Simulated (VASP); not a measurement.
# CoGe (zincblende type) (F-43m) in VASP: relaxation of cell and atoms with LDA

Aim: the relaxation of cell and atoms of CoGe (zincblende type) with LDA.

Everything below comes from runs of VASP 6.6.1. Logs are shortened: lines on timing, memory, paths and dates and some standing lists are left out, and cuts for length are marked.

### Step 1. The cell of the first run

It takes space group F-43m (No. 216, cubic). The conventional cell has a = 5.438 Å, b = 5.438 Å, c = 5.438 Å, α = 90.00°, β = 90.00°, γ = 90.00°. Co (site symmetry -43m) has 4 Ge at 2.35 Å within 3.1 Å. Ge (site symmetry -43m) has 4 Co at 2.35 Å within 3.1 Å.

### Step 2. Relaxation of cell and atoms, LDA, collinear spin, ferromagnetic start

INCAR

```
SYSTEM = CoGe
  ALGO = Normal
  EDIFF = 1E-6
  EDIFFG = -0.005
  ENCUT = 600
  IBRION = 2
  ISIF = 3
  ISMEAR = -1
  ISPIN = 2
  LASPH = .True.
  LCHARG = .False.
  LMAXMIX = 4
  LORBIT = 11
  LREAL = .False.
  LWAVE = .False.
  MAGMOM = 1.7 0
  NELM = 150
  NSW = 60
  PREC = Accurate
  SIGMA = 0.05
```

KPOINTS

```
k-points
0
Gamma
  13 13 13
  0 0 0
```

POSCAR

```
CoGe
1.0
    0.0000000000      2.7189454570      2.7189454570
    2.7189454570      0.0000000000      2.7189454570
    2.7189454570      2.7189454570      0.0000000000
Co Ge
1 1
Direct
    0.0000000000      0.0000000000      0.0000000000
    0.2500000000      0.2500000000      0.2500000000
```

Potentials or basis: VASP PAW LDA potentials, release 64 (Co, Ge_d).

Started as:

```bash
cat potpaw_LDA.64/Co/POTCAR potpaw_LDA.64/Ge_d/POTCAR > POTCAR
mpirun -np 1 vasp_std > vasp.out
```

OUTCAR:

```text
SYSTEM = CoGe
   EDIFF = 1E-6
   EDIFFG = -0.005
   ENCUT = 600
   IBRION = 2
   ISIF = 3
   ISMEAR = -1
   ISPIN = 2
   LASPH = .True.
   LORBIT = 11
   LREAL = .False.
   NELM = 150
   NSW = 60
   PREC = Accurate

 ion  position               nearest neighbor table
   1  0.000  0.000  0.000-   2 2.35   2 2.35   2 2.35   2 2.35
   2  0.250  0.250  0.250-   1 2.35   1 2.35   1 2.35   1 2.35

  LATTYP: Found a face centered cubic cell.
 ALAT       =     5.4378909140

  Lattice vectors:

 A1 = (   0.0000000000,   2.7189454570,   2.7189454570)
 A2 = (   2.7189454570,   0.0000000000,   2.7189454570)
 A3 = (   2.7189454570,   2.7189454570,   0.0000000000)

Analysis of symmetry for initial positions (statically):
=====================================================================
 Subroutine PRICEL returns:
 Original cell was already a primitive cell.

 Routine SETGRP: Setting up the symmetry group for a
 face centered cubic supercell.

 Subroutine GETGRP returns: Found 24 space group operations
 (whereof 24 operations were pure point group operations)
 out of a pool of 48 trial point group operations.

The static configuration has the point symmetry T_d .

Analysis of symmetry for dynamics (positions and initial velocities):
=====================================================================
 Subroutine PRICEL returns:
 Original cell was already a primitive cell.

 Routine SETGRP: Setting up the symmetry group for a
 face centered cubic supercell.

 Subroutine GETGRP returns: Found 24 space group operations
 (whereof 24 operations were pure point group operations)
 out of a pool of 48 trial point group operations.

The dynamic configuration has the point symmetry T_d .

Analysis of structural, dynamic, and magnetic symmetry:
=====================================================================
 Subroutine PRICEL returns:
 Original cell was already a primitive cell.

 Routine SETGRP: Setting up the symmetry group for a
 face centered cubic supercell.

 Subroutine GETGRP returns: Found 24 space group operations
 (whereof 24 operations were pure point group operations)
 out of a pool of 48 trial point group operations.

The overall configuration has the point symmetry T_d .

 Subroutine INISYM returns: Found 24 space group operations
 (whereof 24 operations are pure point group operations),
 and found     1 'primitive' translations

----------------------------------------------------------------------------------------

                                     Primitive cell
[... 116 lines left out ...]
   GGA     = CA    functional components
   LHFCALC =     F    Hartree Fock is set to
   AEXX    =    0.0000 exact exchange contribution
   IVDW    =     0    specifies the selected vdW correction
   LEPSILON=     F    determine dielectric tensor
   LRPA    =     F    only Hartree local field effects (RPA)
 conjugate gradient relaxation of ions
 spin polarized calculation
  energy-cutoff  :      600.00
  volume of cell :       40.20
 maximum number of plane-waves:      1363
   NGX = 15   NGY = 15   NGZ = 15

--------------------------------------- Ionic step        1  -------------------------------------------

 number of electron      23.0000011 magnetization       0.0006547

 Free energy of the ion-electron system (eV)
  ---------------------------------------------------
  ext. energy  EPLUGINS =         0.00000000
  ---------------------------------------------------
  free energy    TOTEN  =       -12.07552811 eV

  energy without entropy =      -12.06356479  energy(sigma->0) =      -12.06954645

------------------------ aborting loop because EDIFF is reached ----------------------------------------

  FORCE on cell =-STRESS in cart. coord.  units (eV):
  Direction    XX          YY          ZZ          XY          YZ          ZX
  --------------------------------------------------------------------------------------
  -------------------------------------------------------------------------------------
  Total       -3.3994923     -3.3994923     -3.3994923     -0.0000000      0.0000000      0.0000000
  in kB     -135.4856062   -135.4856062   -135.4856062     -0.0000000      0.0000000      0.0000000
  external PRESSURE =    -135.4856062 kB  Pullay stress =       0.0000000 kB
[... 93 lines left out ...]
  FREE ENERGIE OF THE ION-ELECTRON SYSTEM (eV)
  ---------------------------------------------------
  free  energy   TOTEN  =       -12.3883238473 eV

  energy  without entropy=      -12.3797728251  energy(sigma->0) =      -12.38404834

[... ionic steps 4 to 10 ...]

--------------------------------------- Ionic step       11  -------------------------------------------

 number of electron      23.0000002 magnetization      -0.0000003

 number of electron      23.0000002 magnetization       0.0000002
[... 73 lines left out ...]
 number of electron      23.0000002 magnetization      -0.0000005

 number of electron      23.0000002 magnetization       0.0000003

 Free energy of the ion-electron system (eV)
  ---------------------------------------------------
  ext. energy  EPLUGINS =         0.00000000
  ---------------------------------------------------
  free energy    TOTEN  =       -12.38830587 eV

  energy without entropy =      -12.37974297  energy(sigma->0) =      -12.38402442

 E-fermi :   5.4772     XC(G=0): -11.3821

 val. band max:        5.4503546275   @ k =   0.4615   0.4615   0.0000
 cond. band min:       5.5331494788   @ k =   0.4615   0.3077   0.0000
 fundamental gap:      0.0827948513
 Fermi energy:         5.4771804733

 spin component 1

 k-point     1 :       0.0000    0.0000    0.0000
  band No.  band energies     occupation
      1     -18.4505      1.00000
      2     -18.4505      1.00000
      3     -18.4505      1.00000
      4     -18.4156      1.00000
      5     -18.4156      1.00000
      6      -5.2090      1.00000
[... 435 lines left out ...]
      5     -18.4103      1.00000
      6      -2.9963      1.00000
[... 8 lines left out ...]
     15      13.0349      0.00000
     16      15.7023      0.00000

 [... further k-points ...]

 spin component 2

 k-point     1 :       0.0000    0.0000    0.0000
  band No.  band energies     occupation
      1     -18.4505      1.00000
      2     -18.4505      1.00000
      3     -18.4505      1.00000
      4     -18.4156      1.00000
      5     -18.4156      1.00000
      6      -5.2090      1.00000
[... 476 lines left out ...]
  FREE ENERGIE OF THE ION-ELECTRON SYSTEM (eV)
  ---------------------------------------------------
  free  energy   TOTEN  =       -12.3883058650 eV

  energy  without entropy=      -12.3797429667  energy(sigma->0) =      -12.38402442

 reached required accuracy - stopping structural energy minimisation

 total charge

# of ion       s       p       d       tot
------------------------------------------
    1        0.510   0.370   7.580   8.459
    2        1.201   1.258  10.084  12.544
--------------------------------------------------
tot          1.711   1.628  17.664  21.003

 magnetization (x)

# of ion       s       p       d       tot
------------------------------------------
    1       -0.000   0.000  -0.000  -0.000
    2       -0.000   0.000   0.000   0.000
--------------------------------------------------
tot         -0.000   0.000  -0.000  -0.000
```

OSZICAR:

```text
N       E                     dE             d eps       ncg     rms          rms(c)
DAV:   1     0.142199325068E+03    0.14220E+03   -0.12381E+04  5416   0.337E+03
DAV:   2     0.343885250000E+01   -0.13876E+03   -0.13599E+03  5448   0.517E+02
DAV:   3    -0.126132548332E+02   -0.16052E+02   -0.15969E+02  5976   0.136E+02
[... 98 lines left out ...]
       N       E                     dE             d eps       ncg     rms          rms(c)
DAV:   1    -0.123884144926E+02   -0.13309E-03   -0.14533E-03  5744   0.735E-01    0.864E-02
DAV:   2    -0.123886070248E+02   -0.19253E-03   -0.30829E-03  5440   0.646E-01    0.148E-01
DAV:   3    -0.123883169321E+02    0.29009E-03   -0.17699E-03  5424   0.490E-01    0.254E-02
DAV:   4    -0.123883064405E+02    0.10492E-04   -0.45347E-05  6488   0.902E-02    0.649E-03
DAV:   5    -0.123883058650E+02    0.57548E-06   -0.18407E-06  3360   0.273E-02
  13 F= -.12388306E+02 E0= -.12384024E+02  d E =-.125128E-03  mag=    -0.0000
```

Run time: 4.1 min. Hardware: 1 thread of Intel Xeon 6975P-C (Granite Rapids), shared host; peak memory 0.25 GiB.

What came out:

```
Free energy                                           : -12.3883 eV
Relaxed volume                                        : 16.97 Å³/atom
Relaxed cell                                          : a = 3.634 Å, b = 3.634 Å, c = 3.634 Å, α = 60.00°, β = 60.00°, γ = 60.00°
Space group after relaxing (to 0.1 Å)                 : F-43m (No. 216)
Energy gained by relaxing                             : 156.4 meV/atom
Ionic steps                                           : 13
Pressure after relaxing                               : 0.0 GPa
Net moment                                            : 0.00 μB per cell
Valence electrons inside the program's atomic spheres : Co 8.46; Ge 12.54
```

Step by step:
| step | energy change (eV) | largest force (eV/Å) | pressure (GPa) | volume (Å³) |
| --- | --- | --- | --- | --- |
| 1 | 0.0000 | 0.0000 | -13.55 | 40.20 |
| 2 | -0.2141 | 0.0000 | 12.25 | 31.10 |
| 3 | -0.3128 | 0.0000 | 0.06 | 33.92 |
| 4 | -0.3126 | 0.0000 | -0.49 | 34.04 |
| 5 | -0.3126 | 0.0000 | -0.42 | 34.04 |
| 6 | -0.3127 | 0.0000 | -0.20 | 34.01 |
| 7 | -0.3127 | 0.0000 | -0.18 | 34.01 |
| 8 | -0.3127 | 0.0000 | -0.33 | 34.01 |
| 9 | -0.3127 | 0.0000 | -0.26 | 34.00 |
| 10 | -0.3127 | 0.0000 | -0.25 | 33.99 |
| 11 | -0.3127 | 0.0000 | -0.08 | 33.97 |
| 12 | -0.3128 | 0.0000 | -0.15 | 33.96 |
| 13 | -0.3128 | 0.0000 | 0.00 | 33.95 |

Final structure:
```xyz
2
Lattice="0.0000 2.5699 2.5699 2.5699 0.0000 2.5699 2.5699 2.5699 0.0000" Properties=species:S:1:pos:R:3 pbc="T T T"
Co    0.0000    2.5699    2.5699
Ge    1.2849    1.2849    1.2849
```

Caveat: the volume moved by over 15 % at a fixed basis, so the end points are rough.
